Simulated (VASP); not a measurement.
# HIr12CN in VASP: single point with PBE+D3(BJ)

Aim: the single point of HIr12CN with PBE+D3(BJ).

Program: VASP 6.6.1. These are calculated values, not measurements. Logs are shortened: lines on timing, memory, paths and dates and some standing lists are left out, and cuts for length are marked.

### Step 1. The cell of the first run

The cell holds a slab with vacuum, 15 atoms: a = 5.431 Å, b = 5.431 Å, c = 24.650 Å, α = 90.00°, β = 90.00°, γ = 120.00°.

### Step 2. Single point, PBE+D3(BJ)

INCAR reads:

```
  ALGO = Normal
  DIPOL = 0.5 0.5 0.457
  EDIFF = 1E-6
  ENCUT = 520
  GGA = PE
  GGA_COMPAT = F
  IDIPOL = 3
  ISIF = 2
  ISMEAR = 0
  IVDW = 12
  LASPH = T
  LCHARG = T
  LDIPOL = T
  LELF = T
  LREAL = Auto
  LVACPOTAV = T
  LVHAR = T
  LWAVE = F
  NBANDS = 120
  NELM = 120
  NELMDL = -8
  PREC = Accurate
  SIGMA = 0.1
```

KPOINTS reads:

```
k-points
0
Gamma
  4 4 1
```

POSCAR reads:

```
HIr12CN
1.0
    5.4313155574      0.0000000000      0.0000000000
   -2.7156577787      4.7036572487      0.0000000000
    0.0000000000      0.0000000000     24.6502505826
Ir C N H
12 1 1 1
Direct
    0.3333333333      0.1666666667      0.3245403114
    0.3333333333      0.6666666667      0.3245403114
    0.8333333333      0.1666666667      0.3245403114
    0.8333333333      0.6666666667      0.3245403114
    0.6654657029      0.3309314058      0.4130303163
    0.6654657029      0.8345342971      0.4130303163
    0.1666666667      0.3333333333      0.4129022442
    0.1690685942      0.8345342971      0.4130303163
    0.0010797620      0.4989202380      0.5003596045
    0.0010797620      0.0021595240      0.5003596045
    0.4978404760      0.4989202380      0.5003596045
    0.5000000000      0.0000000000      0.5088569402
    0.5000000000      0.0000000000      0.6339342003
    0.5000000000      0.0000000000      0.5866868299
    0.5000000000      0.0000000000      0.6772814106
```

Potentials or basis: VASP PAW PBE potentials, release 64 (Ir_sv_GW, C, N, H).

Launch:

```console
cat potpaw_PBE.64/Ir_sv_GW/POTCAR potpaw_PBE.64/C/POTCAR potpaw_PBE.64/N/POTCAR potpaw_PBE.64/H/POTCAR > POTCAR
mpirun -np 1 vasp_std > vasp.out
```

OUTCAR:

```text
EDIFF = 1E-6
   ENCUT = 520
   GGA = PE
   ISIF = 2
   ISMEAR = 0
   IVDW = 12
   LASPH = T
   LREAL = Auto
   NELM = 120
   NELMDL = -8
   PREC = Accurate
 IVDW          = 12

 ion  position               nearest neighbor table
   1  0.333  0.167  0.325-   5 2.68   8 2.68   7 2.68   3 2.72   3 2.72   2 2.72   2 2.72   4 2.72
                             4 2.72
   2  0.333  0.667  0.325-   8 2.68   6 2.68   7 2.68   4 2.72   4 2.72   3 2.72   1 2.72   1 2.72
                             3 2.72
   3  0.833  0.167  0.325-   5 2.68   6 2.68   7 2.68   1 2.72   1 2.72   2 2.72   4 2.72   4 2.72
                             2 2.72
   4  0.833  0.667  0.325-   6 2.69   8 2.69   5 2.69   2 2.72   2 2.72   1 2.72   3 2.72   3 2.72
                             1 2.72
   5  0.665  0.331  0.413-  11 2.67   9 2.67   3 2.68   1 2.68   4 2.69   6 2.70   8 2.70   7 2.72
                             7 2.72   8 2.74   6 2.74  12 2.83
   6  0.665  0.835  0.413-  10 2.67  11 2.67   2 2.68   3 2.68   4 2.69   8 2.70   5 2.70   7 2.72
                             7 2.72   8 2.74   5 2.74  12 2.83
   7  0.167  0.333  0.413-  11 2.66  10 2.66   9 2.66   1 2.68   3 2.68   2 2.68   5 2.72   8 2.72
                             6 2.72   6 2.72   5 2.72   8 2.72
   8  0.169  0.835  0.413-  10 2.67   9 2.67   2 2.68   1 2.68   4 2.69   6 2.70   5 2.70   7 2.72
                             7 2.72   6 2.74   5 2.74  12 2.83
   9  0.001  0.499  0.500-   7 2.66   5 2.67   8 2.67  11 2.70  10 2.70  12 2.72  12 2.72  11 2.73
                            10 2.73
  10  0.001  0.002  0.500-   7 2.66   8 2.67   6 2.67   9 2.70  11 2.70  12 2.72  12 2.72   9 2.73
                            11 2.73
  11  0.498  0.499  0.500-   7 2.66   5 2.67   6 2.67   9 2.70  10 2.70  12 2.72  12 2.72   9 2.73
                            10 2.73
  12  0.500  0.000  0.509-  14 1.92  10 2.72  10 2.72  11 2.72   9 2.72   9 2.72  11 2.72   8 2.83
                             6 2.83   5 2.83
  13  0.500  0.000  0.634-  15 1.07  14 1.16
  14  0.500  0.000  0.587-  13 1.16  12 1.92
  15  0.500  0.000  0.677-  13 1.07

  LATTYP: Found a hexagonal cell.
 ALAT       =     5.4313155574
 C/A-ratio  =     4.5385414127

  Lattice vectors:

 A1 = (   5.4313155574,   0.0000000000,   0.0000000000)
 A2 = (  -2.7156577787,   4.7036572487,   0.0000000000)
 A3 = (   0.0000000000,   0.0000000000,  24.6502505826)

Analysis of symmetry for initial positions (statically):
=====================================================================
 Subroutine PRICEL returns:
 Original cell was already a primitive cell.

 Routine SETGRP: Setting up the symmetry group for a
 hexagonal supercell.

 Subroutine GETGRP returns: Found  6 space group operations
 (whereof  2 operations were pure point group operations)
 out of a pool of 24 trial point group operations.

The static configuration has the point symmetry C_1h.
 The point group associated with its full space group is C_3v.

Analysis of symmetry for dynamics (positions and initial velocities):
=====================================================================
 Subroutine PRICEL returns:
 Original cell was already a primitive cell.

 Routine SETGRP: Setting up the symmetry group for a
 hexagonal supercell.

 Subroutine GETGRP returns: Found  6 space group operations
 (whereof  2 operations were pure point group operations)
 out of a pool of 24 trial point group operations.

The dynamic configuration has the point symmetry C_1h.
 The point group associated with its full space group is C_3v.

 Subroutine INISYM returns: Found  6 space group operations
 (whereof  2 operations are pure point group operations),
 and found     1 'primitive' translations

----------------------------------------------------------------------------------------

                                     Primitive cell

  volume of cell :     629.7411

  direct lattice vectors                    reciprocal lattice vectors
     5.431315557  0.000000000  0.000000000     0.184117455  0.106300262  0.000000000
    -2.715657779  4.703657249  0.000000000     0.000000000  0.212600525  0.000000000
     0.000000000  0.000000000 24.650250583     0.000000000  0.000000000  0.040567539

  length of vectors
     5.431315557  5.431315557 24.650250583     0.212600525  0.212600525  0.040567539

  position of ions in fractional coordinates (direct lattice)
[... 50 lines left out ...]
     0.053150131  0.053150131  0.040567539

  Shift w.r.t. Gamma in fractional coordinates (k-lattice)
     0.000000000  0.000000000  0.000000000

 Subroutine IBZKPT returns following result:
 ===========================================

 Found      4 irreducible k-points:

 Following reciprocal coordinates:
            Coordinates               Weight
  0.000000  0.000000  0.000000      1.000000
  0.250000  0.000000  0.000000      6.000000
  0.500000  0.000000  0.000000      3.000000
  0.250000  0.250000  0.000000      6.000000
   k-points           NKPTS =      4   k-points in BZ     NKDIM =      4   number of bands    NBANDS=    120
   number of dos      NEDOS =    301   number of ions     NIONS =     15
   total plane-waves  NPLWV = 307200
   dimension x,y,z NGX =    40 NGY =   40 NGZ =  192
   dimension x,y,z NGXF=    80 NGYF=   80 NGZF=  384
   ions per type =              12   1   1   1
   NGX,Y,Z   is equivalent  to a cutoff of  12.24, 12.24, 12.95 a.u.
   NGXF,Y,Z  is equivalent  to a cutoff of  24.49, 24.49, 25.90 a.u.
 SYSTEM =  unknown system
   PREC   = accura    normal or accurate (medium, high low for compatibility)
   ISTART =      0    job   : 0-new  1-cont  2-samecut
   ICHARG =      2    charge: 1-file 2-atom 10-const
   ISPIN  =      1    spin polarized calculation?
   LNONCOLLINEAR =      F non collinear calculations
   LSORBIT =      F    spin-orbit coupling
   LASPH  =      T    aspherical Exc in radial PAW
   ENCUT  =  520.0 eV  38.22 Ry    6.18 a.u.  10.10 10.10 45.83*2*pi/ulx,y,z
   NELM   =    120;   NELMIN=  2; NELMDL= -8     # of ELM steps
   EDIFF  = 0.1E-05   stopping-criterion for ELM
   LREAL  =      T    real-space projection
   EDIFFG = 0.1E-04   stopping-criterion for IOM
   NSW    =      0    number of steps for IOM
   IBRION =     -1    ionic relax: 0-MD 1-quasi-New 2-CG
   NFREE  =      0    steps in history (QN), initial steepest desc. (CG)
   ISIF   =      2    stress and relaxation
   ISYM   =      2    0-nonsym 1-usesym 2-fastsym
   POTIM  = 0.5000    time-step for ionic-motion
   TEBEG  =    0.0;   TEEND  =   0.0 temperature during run
   PSTRESS=    0.0 pullay stress
   NELECT =     214.0000    total number of electrons
   NUPDOWN=      -1.0000    fix difference up-down
   EMIN   =  10.00;   EMAX   =-10.00  energy-range for DOS
   EFERMI =   0.00;   METHOD = LEGACY
   ISMEAR =     0;   SIGMA  =   0.10  broadening in eV -4-tet -1-fermi 0-gaus
   EFERMI_NEDOS =   21; number of points for ismear=-14 and -15
   IALGO  =     38    algorithm
   IMIX   =      4    mixing-type and parameters
     AMIX     =   0.40;   BMIX     =  1.00
     AMIX_MAG =   1.60;   BMIX_MAG =  1.00
  volume/ion in A,a.u.               =      41.98       283.31
  Fermi-wavevector in a.u.,A,eV,Ry     =   1.142419  2.158859 17.757251  1.305121
  Thomas-Fermi vector in A             =   2.279117
   LORBIT       =      0    0 simple, 1 ext, 2 COOP (PROOUT), +10 PAW based schemes
   GGA     = PE    functional components
   LHFCALC =     F    Hartree Fock is set to
   AEXX    =    0.0000 exact exchange contribution
   IVDW    =    12    specifies the selected vdW correction
   LEPSILON=     F    determine dielectric tensor
   LRPA    =     F    only Hartree local field effects (RPA)
 non-spin polarized calculation
 Gauss-broadening in eV      SIGMA  =   0.10
  energy-cutoff  :      520.00
  volume of cell :      629.74
 maximum number of plane-waves:     16970
   NGX = 21   NGY = 21   NGZ = 91

 dipolmoment           0.000000      0.000000      0.067787 electrons x Angstroem

 number of electron     214.0000000 magnetization

 dipolmoment           0.000000      0.000000     -0.481851 electrons x Angstroem

 Free energy of the ion-electron system (eV)
  ---------------------------------------------------
  ext. energy  EPLUGINS =         0.00000000
  ---------------------------------------------------
  free energy    TOTEN  =      -125.89647809 eV

  energy without entropy =     -125.80497084  energy(sigma->0) =     -125.85072446

 E-fermi :   0.9475     XC(G=0):  -5.1819

 val. band max:        0.9295008136   @ k =   0.5000   0.0000   0.0000
 cond. band min:       0.9748253783   @ k =   0.2500   0.2500   0.0000
 fundamental gap:      0.0453245647
 Fermi energy:         0.9474946934

 k-point     1 :       0.0000    0.0000    0.0000
  band No.  band energies     occupation
      1     -92.1024      2.00000
      2     -92.0426      2.00000
      3     -92.0319      2.00000
      4     -92.0096      2.00000
      5     -92.0096      2.00000
      6     -91.5994      2.00000
[... 477 lines left out ...]
    118       1.7915      0.00000
    119       2.2107      0.00000
 [bands above 119 left out]

------------------------ aborting loop because EDIFF is reached ----------------------------------------

 Edisp (eV)   -6.13966

 E8    (eV) :    -2.9442

  FORCE on cell =-STRESS in cart. coord.  units (eV):
  Direction    XX          YY          ZZ          XY          YZ          ZX
  --------------------------------------------------------------------------------------
  -------------------------------------------------------------------------------------
  Total     -15.06809   -15.06809    -2.82563     0.00000     0.00000    -0.00000
  in kB     -38.33599   -38.33599    -7.18892     0.00000     0.00000    -0.00000
  external pressure =      -27.95 kB  Pullay stress =        0.00 kB

 VOLUME and BASIS-vectors are now :
 -----------------------------------------------------------------------------
  energy-cutoff  :      520.00
  volume of cell :      629.74
      direct lattice vectors                 reciprocal lattice vectors
     5.431315557  0.000000000  0.000000000     0.184117455  0.106300262  0.000000000
    -2.715657779  4.703657249  0.000000000     0.000000000  0.212600525  0.000000000
     0.000000000  0.000000000 24.650250583     0.000000000  0.000000000  0.040567539

 POSITION                                       TOTAL-FORCE (eV/Angst)
 -----------------------------------------------------------------------------------
      1.35783      0.78394      8.00000         0.211407     -0.122056      0.035338
     -0.00000      3.13577      8.00000         0.000000      0.244112      0.035338
      4.07349      0.78394      8.00000        -0.211407     -0.122056      0.035338
      2.71566      3.13577      8.00000        -0.000000     -0.000000     -0.088883
      2.71566      1.55659     10.18130        -0.000000     -0.000647      0.001474
      1.34804      3.92536     10.18130        -0.000561      0.000324      0.001474
      0.00000      1.56789     10.17814        -0.000000     -0.000000     -0.002839
     -1.34804      3.92536     10.18130         0.000561      0.000324      0.001474
     -1.34903      2.34675     12.33399        -0.000426      0.000246     -0.004388
      0.00000      0.01016     12.33399        -0.000000     -0.000492     -0.004388
      1.34903      2.34675     12.33399         0.000426      0.000246     -0.004388
      2.71566      0.00000     12.54345        -0.000000     -0.000000      0.023916
      2.71566      0.00000     15.62664        -0.000000     -0.000000      0.373171
      2.71566      0.00000     14.46198        -0.000000     -0.000000     -0.374567
      2.71566      0.00000     16.69516        -0.000000     -0.000000     -0.028068
 -----------------------------------------------------------------------------------
    total drift:                                0.000004     -0.000002      0.007105

  FREE ENERGIE OF THE ION-ELECTRON SYSTEM (eV)
  ---------------------------------------------------
  free  energy   TOTEN  =      -132.0361364657 eV

  energy  without entropy=     -131.9446292139  energy(sigma->0) =     -131.99038284

 vacuum level on the upper side and lower side of the slab         2.929         6.339
```

Wall time 32 min (1 thread of Intel Xeon 6975P-C (Granite Rapids), shared host); peak memory 0.77 GiB.

What came out:

| Item | Value |
| --- | --- |
| Free energy | -132.0361 eV |
| Largest force | 0.375 eV/Å |
| Band gap on the k mesh | zero (bands 107 and 108 overlap by 1.12 eV) |
| Dispersion energy per atom | -0.409 eV |

Forces in eV/Å, atoms in the order of the input:
```
Ir   0.211 -0.122  0.035
Ir   0.000  0.244  0.035
Ir  -0.211 -0.122  0.035
Ir   0.000  0.000 -0.089
Ir   0.000 -0.001  0.001
Ir  -0.001  0.000  0.001
Ir   0.000  0.000 -0.003
Ir   0.001  0.000  0.001
Ir   0.000  0.000 -0.004
Ir   0.000  0.000 -0.004
Ir   0.000  0.000 -0.004
Ir   0.000  0.000  0.024
C    0.000  0.000  0.373
N    0.000  0.000 -0.375
H    0.000  0.000 -0.028
```

Caveat: spin-orbit coupling is left out, which moves the levels of the heavy elements.

The gap in the log of VASP goes by the Fermi energy; the results here count the filled bands.